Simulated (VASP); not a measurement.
# InAs (sol) (F-43m) in VASP: further runs, part 2 of 2

VASP 6.6.1. Earlier steps stand in the parts before.

## 5. Relaxation of cell and atoms, PBEsol

Input file INCAR:

```
PREC     = Accurate       # precision mode
ENCUT    = 600            # plane-wave cutoff, eV
EDIFF    = 1E-6           # SCF threshold, eV
ISMEAR   = 0              # smearing method
SIGMA    = 0.1            # smearing width, eV
LREAL    = False          # projectors in reciprocal space
LASPH    = True           # aspherical terms in the spheres
NELM     = 100            # most SCF steps
ALGO     = Normal         # electronic algorithm
ISIF     = 3              # what is computed and relaxed
LWAVE    = False          # write WAVECAR
LCHARG   = False          # write CHGCAR
GGA      = PS             # functional
IBRION   = 2              # ionic algorithm
NSW      = 100            # ionic steps
EDIFFG   = -0.002         # ionic threshold
```

Input file KPOINTS:

```
Automatic mesh
0
Gamma
  10 10 10
```

Input file POSCAR:

```
InAs
1.0
    0.0000000000      3.0290000000      3.0290000000
    3.0290000000      0.0000000000      3.0290000000
    3.0290000000      3.0290000000      0.0000000000
In As
1 1
Direct
    0.0000000000      0.0000000000      0.0000000000
    0.2500000000      0.2500000000      0.2500000000
```

Potentials or basis: VASP PAW PBE potentials, release 64 (In_d, As).

The run is started by

```bash
> cat potpaw_PBE.64/In_d/POTCAR potpaw_PBE.64/As/POTCAR > POTCAR
> mpirun -np 1 vasp_std > vasp.out
```

OUTCAR:

```text
PREC = Accurate
   ENCUT = 600
   EDIFF = 1E-6
   ISMEAR = 0
   LREAL = False
   LASPH = True
   NELM = 100
   ISIF = 3
   GGA = PS
   IBRION = 2
   NSW = 100
   EDIFFG = -0.002

 ion  position               nearest neighbor table
   1  0.000  0.000  0.000-   2 2.62   2 2.62   2 2.62   2 2.62
   2  0.250  0.250  0.250-   1 2.62   1 2.62   1 2.62   1 2.62

  LATTYP: Found a face centered cubic cell.
 ALAT       =     6.0580000000

  Lattice vectors:

 A1 = (   0.0000000000,   3.0290000000,   3.0290000000)
 A2 = (   3.0290000000,   0.0000000000,   3.0290000000)
 A3 = (   3.0290000000,   3.0290000000,   0.0000000000)

Analysis of symmetry for initial positions (statically):
[... 5 lines left out ...]
 face centered cubic supercell.

 Subroutine GETGRP returns: Found 24 space group operations
 (whereof 24 operations were pure point group operations)
 out of a pool of 48 trial point group operations.

The static configuration has the point symmetry T_d .

Analysis of symmetry for dynamics (positions and initial velocities):
[... 5 lines left out ...]
 face centered cubic supercell.

 Subroutine GETGRP returns: Found 24 space group operations
 (whereof 24 operations were pure point group operations)
 out of a pool of 48 trial point group operations.

The dynamic configuration has the point symmetry T_d .

 Subroutine INISYM returns: Found 24 space group operations
 (whereof 24 operations are pure point group operations),
 and found     1 'primitive' translations

[... 155 lines left out ...]
      1     -10.0032      2.00000
      2     -10.0032      2.00000
      3     -10.0032      2.00000
      4      -9.8775      2.00000
      5      -9.8775      2.00000
      6      -7.5376      2.00000
      7       4.0073      2.00000
      8       4.3175      1.44398
      9       4.3175      1.44398
     10       4.3175      1.44398
     11       8.1716      0.00000
     12       8.1716      0.00000
     13       8.1716      0.00000
[... 469 lines left out ...]
  FREE ENERGIE OF THE ION-ELECTRON SYSTEM (eV)
  ---------------------------------------------------
  free  energy   TOTEN  =        -8.4902224881 eV

  energy  without entropy=       -8.4900098046  energy(sigma->0) =       -8.49011615

[... ionic steps 4 to 13 ...]

--------------------------------------- Ionic step       14  -------------------------------------------

 number of electron      18.0000003 magnetization

------------------------ aborting loop because EDIFF is reached ----------------------------------------
[... 67 lines left out ...]
--------------------------------------- Ionic step       16  -------------------------------------------

 number of electron      18.0000003 magnetization

 Free energy of the ion-electron system (eV)
  ---------------------------------------------------
  ext. energy  EPLUGINS =         0.00000000
  ---------------------------------------------------
  free energy    TOTEN  =        -8.49022276 eV

  energy without entropy =       -8.49001008  energy(sigma->0) =       -8.49011642

 E-fermi :   4.1979     XC(G=0):  -9.1894

 val. band max:        4.1551213254   @ k =   0.0000   0.0000   0.0000
 cond. band min:       4.9831281815   @ k =   0.5000   0.0000   0.0000
 fundamental gap:      0.8280068562
 Fermi energy:         4.1979274698

 k-point     1 :       0.0000    0.0000    0.0000
  band No.  band energies     occupation
      1     -10.1338      2.00000
      2     -10.1338      2.00000
      3     -10.1338      2.00000
      4     -10.0147      2.00000
      5     -10.0147      2.00000
      6      -7.5958      2.00000
      7       3.7625      2.00000
      8       4.1551      1.45507
      9       4.1551      1.45507
     10       4.1551      1.45507
     11       8.0017      0.00000
     12       8.0017      0.00000
     13       8.0017      0.00000
[... 397 lines left out ...]
  FREE ENERGIE OF THE ION-ELECTRON SYSTEM (eV)
  ---------------------------------------------------
  free  energy   TOTEN  =        -8.4902227648 eV

  energy  without entropy=       -8.4900100750  energy(sigma->0) =       -8.49011642

 reached required accuracy - stopping structural energy minimisation
```

CONTCAR:

```text
InAs
   1.00000000000000
     0.0000000000000000    3.0455502793064055    3.0455502793064055
     3.0455502793064055    0.0000000000000000    3.0455502793064055
     3.0455502793064055    3.0455502793064055   -0.0000000000000000
  In              As
     1     1
Direct
     0.0000000000000000    0.0000000000000000    0.0000000000000000
     0.2500000000000000    0.2500000000000000    0.2500000000000000

  0.00000000E+00  0.00000000E+00  0.00000000E+00
  0.00000000E+00  0.00000000E+00  0.00000000E+00
```

It took 5.4 min on 1 thread of AMD EPYC 7R13, shared host; peak memory 0.21 GiB.

Results:

```
Free energy                            : -8.4902 eV
Relaxed volume                         : 28.25 Å³/atom
Relaxed cell                           : a = 4.307 Å, b = 4.307 Å, c = 4.307 Å, α = 60.00°, β = 60.00°, γ = 60.00°
Space group after relaxing (to 0.05 Å) : F-43m (No. 216)
Energy gained by relaxing              : 1.3 meV/atom
Ionic steps                            : 16
Pressure after relaxing                : 0.0 GPa
Band gap on the k mesh                 : zero (filled and empty bands touch)
```

Step by step:
| step | energy change (eV) | largest force (eV/Å) | pressure (GPa) | volume (Å³) |
| --- | --- | --- | --- | --- |
| 1 | 0.0000 | 0.0000 | 0.94 | 55.58 |
| 2 | -0.0021 | 0.0000 | -0.36 | 56.91 |
| 3 | -0.0027 | 0.0000 | -0.02 | 56.50 |
| 4 | -0.0027 | 0.0000 | 0.02 | 56.48 |
| 5 | -0.0027 | 0.0000 | 0.02 | 56.48 |
| 6 | -0.0027 | 0.0000 | 0.02 | 56.48 |
| 7 | -0.0027 | 0.0000 | 0.02 | 56.48 |
| 8 | -0.0027 | 0.0000 | 0.02 | 56.48 |
| 9 | -0.0027 | 0.0000 | 0.02 | 56.48 |
| 10 | -0.0027 | 0.0000 | 0.02 | 56.48 |
| 11 | -0.0027 | 0.0000 | 0.02 | 56.48 |
| 12 | -0.0027 | 0.0000 | 0.02 | 56.48 |
| 13 | -0.0027 | 0.0000 | 0.02 | 56.48 |
| 14 | -0.0027 | 0.0000 | 0.02 | 56.48 |
| 15 | -0.0027 | 0.0000 | 0.03 | 56.49 |
| 16 | -0.0027 | 0.0000 | -0.01 | 56.50 |

Final structure:
```
CELL_PARAMETERS angstrom
0.00000 3.04555 3.04555
3.04555 0.00000 3.04555
3.04555 3.04555 0.00000
ATOMIC_POSITIONS crystal
In 0.00000 0.00000 0.00000
As 0.25000 0.25000 0.25000
```

Levels at points of the mesh, in eV from the Fermi level:
```
           k point  band 5  band 6  band 7  band 8  band 9  band 10  band 11  band 12  band 13
(0.00, 0.00, 0.00)  -14.21  -11.79   -0.44   -0.04   -0.04    -0.04     3.80     3.80     3.80
(0.50, 0.00, 0.00)  -14.21  -10.38   -5.75   -1.01   -1.01     0.79     4.57     4.57     6.65
(0.50, 0.50, 0.00)  -14.19   -9.85   -5.83   -2.32   -2.32     1.43     1.93     8.89     9.03
```

Caveat: the PAW data sets were made with another functional, which shifts forces and pressure a little; spin-orbit coupling is left out, which moves the levels of the heavy elements.

## 6. The runs side by side

```tsv
task	cell	k mesh	cutoff (eV)	smearing	gap on the mesh (eV)	pressure (GPa)
single point	a = 4.284 Å, angles 60.0°, 2 atoms	6 × 6 × 6	520	gaussian 0.1 eV	none	1.0
single point	a = 4.305 Å, angles 60.0°, 2 atoms	10 × 10 × 10	520	gaussian 0.1 eV	none	0.1
single point	a = 4.305 Å, angles 60.0°, 2 atoms	10 × 10 × 10	520	gaussian 0.01 eV	none	0.1
relaxation of cell and atoms	relaxed from a = 4.284 Å, angles 60.0°, 2 atoms	10 × 10 × 10	600	gaussian 0.1 eV	none	0.0
```

Alike in all rows: level PBEsol; potentials or basis VASP PAW PBE potentials, release 64 (In_d, As); no spin polarisation.

Caveats: the PAW data sets were made with another functional, which shifts forces and pressure a little; spin-orbit coupling is left out, which moves the levels of the heavy elements.

Absolute energies hang on the potentials; compare differences alone.
